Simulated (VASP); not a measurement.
A run of VASP 6.6.1 is set up as follows.

INCAR

```
SYSTEM = V
ALGO = Normal
EDIFF = 1E-6
EDIFFG = -0.04
ENCUT = 600
GGA = PS
IBRION = 2
ISIF = 3
ISMEAR = 0
LASPH = .True.
LCHARG = .False.
LREAL = .False.
LWAVE = .False.
NELM = 60
NSW = 90
PREC = Accurate
SIGMA = 0.1
```

The input KPOINTS:

```
k-points
0
Gamma
  6 6 6
  0 0 0
```

File POSCAR:

```
V
1.0
    0.0000000000      2.5118249708      2.5118249708
    2.5118249708      0.0000000000      2.5118249708
    2.5118249708      2.5118249708      0.0000000000
V
2
Direct
    0.5000000000      0.5000000000      0.5000000000
    0.7500000000      0.7500000000      0.7500000000
```

Potentials or basis: VASP PAW PBE potentials, release 64 (V_sv).

Run with:

```bash
$ cat potpaw_PBE.64/V_sv/POTCAR > POTCAR
$ mpirun -np 1 vasp_std > vasp.out
```

Task: What does it give for the relaxed cell?

Result: a = 3.676 Å, b = 3.676 Å, c = 3.676 Å, α = 60.00°, β = 60.00°, γ = 60.00°.

Task: What does it give for the space group after relaxing (to 0.1 Å)?

Result: Fd-3m (No. 227).

Task: What does it give for the relaxed volume?

Result: 17.56 Å³/atom.

Task: Predict the band gap on the k mesh.

Result: Zero (bands 13 and 14 overlap by 1.01 eV).

Final structure:
```
CELL_PARAMETERS angstrom
0.00000 2.59925 2.59925
2.59925 0.00000 2.59925
2.59925 2.59925 0.00000
ATOMIC_POSITIONS crystal
V 0.50000 0.50000 0.50000
V 0.75000 0.75000 0.75000
```

Caveat: the k points lie up to 0.35 Å⁻¹ apart in the final cell, too coarse for converged energies and pressures of a metal; the PAW data sets were made with another functional, which shifts forces and pressure a little.
